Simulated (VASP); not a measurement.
A run of VASP 6.6.1 is set up as follows.

Contents of POSCAR:

```
CsBr
1.0
    4.2314207103      0.0000000000      0.0000000000
    0.0000000000      4.2314207103      0.0000000000
    0.0000000000      0.0000000000      4.2314207103
Cs Br
1 1
Direct
    0.0000000000      0.0000000000      0.0000000000
    0.5000000000      0.5000000000      0.5000000000
```

File INCAR.step1:

```
ALGO = Normal ; EDIFF = 1E-5
ENCUT = 550 ; GGA = PE
GGA_COMPAT = F ; ISMEAR = 0
LASPH = T ; LCHARG = F
LREAL = F ; LWAVE = T
NBANDS = 15 ; NELM = 120
PREC = Accurate ; SIGMA = 0.01
```

File INCAR.step2:

```
ALGO = Normal ; EDIFF = 1E-6
ENCUT = 550 ; GGA_COMPAT = F
ISIF = 2 ; ISMEAR = 0
ISTART = 1 ; LASPH = T
LCHARG = F ; LMIXTAU = T
LREAL = F ; LWAVE = F
METAGGA = R2SCAN ; NBANDS = 15
NELM = 120 ; PREC = Accurate
SIGMA = 0.01
```

File KPOINTS:

```
k-points
0
Gamma
  6 6 6
```

Potentials or basis: VASP PAW PBE potentials, release 64 (Cs_sv, Br).

Command:

```sh
$ cat potpaw_PBE.64/Cs_sv/POTCAR potpaw_PBE.64/Br/POTCAR > POTCAR
$ cp INCAR.step1 INCAR
$ mpirun -np 1 vasp_std > vasp.out
$ cp INCAR.step2 INCAR
$ mpirun -np 1 vasp_std > vasp.out
```

(1) Predict the pressure.

(2) Estimate the band gap on the k mesh.

Answers

(1) 1.2 GPa.

(2) 5.35 eV, direct.

Caveat: the PAW data sets were made with another functional, which shifts forces and pressure a little; spin-orbit coupling is left out, which moves the levels of the heavy elements.
